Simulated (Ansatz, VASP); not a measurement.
# MgBe in VASP and in Ansatz

Contents of INCAR:

```
  PREC = Accurate
  ENCUT = 520
  EDIFF = 1E-6
  ISMEAR = 0
  SIGMA = 0.1
  LREAL = False
  LASPH = True
  NELM = 80
  ALGO = Fast
  ISIF = 2
  LWAVE = False
  LCHARG = False
  GGA = PE
  NBANDS = 12
```

KPOINTS

```
Automatic mesh
0
Gamma
  6 6 4
```

The input POSCAR:

```
MgBe
1.0
    3.2938930500      0.0000000000      0.0000000000
    0.0000000000      3.2938930500      0.0000000000
    0.0000000000      0.0000000000      4.8800825400
Mg Be
2 2
Direct
    0.5000000000      0.0000000000      0.4884392100
    0.0000000000      0.5000000000      0.4884392100
    0.5000000000      0.5000000000      0.8606379600
    0.5000000000      0.5000000000      0.3190530700
```

Input for Ansatz:

```yaml
crystal:
  lattice:
    - [3.29389305, 0.0, 0.0]
    - [0.0, 3.29389305, 0.0]
    - [0.0, 0.0, 4.88008254]
  atoms:
    - { symbol: Mg, position: [0.5, 0.0, 0.48843921] }
    - { symbol: Mg, position: [0.0, 0.5, 0.48843921] }
    - { symbol: Be, position: [0.5, 0.5, 0.86063796] }
    - { symbol: Be, position: [0.5, 0.5, 0.31905307] }
basis:
  ecutwfc: 420
kpoints:
  mp_grid: { grid: [6, 6, 4] }
hamiltonian:
  xc: pbe
scf:
  occupations: { method: gaussian, width: 0.1 }
  lower_state_search: "off"
output:
  forces: true
  stress: true
  eigenvalues: true
```

Alike in both runs: task single point; functional PBE; k mesh 6 × 6 × 4; occupations gaussian, width 0.1 eV; no spin polarisation.

```csv
,VASP,Ansatz
version,VASP 6.6.1,Ansatz 0.2.0
potentials or method,"VASP PAW PBE potentials, release 64 (Mg, Be), cutoff 520 eV","scalar-relativistic, plane waves, PAW"
valence electrons in the cell,8,24
```

Ansatz gave:

```
gap on the k mesh at the Fermi level (eV) : none
rms of the force components (eV/Å)        : 3.165
```

Question: Estimate VASP's values.

Answer: gap on the k mesh at the Fermi level (eV): none; rms of the force components (eV/Å): 3.229.

Atom by atom the forces differ by 0.065 eV/Å (rms over components). A gap of «none» marks a metal or a gap that the smearing closes. VASP's potentials hold 8 valence electrons a cell and Ansatz's 24, so a difference there can come from the potentials and not from the codes.
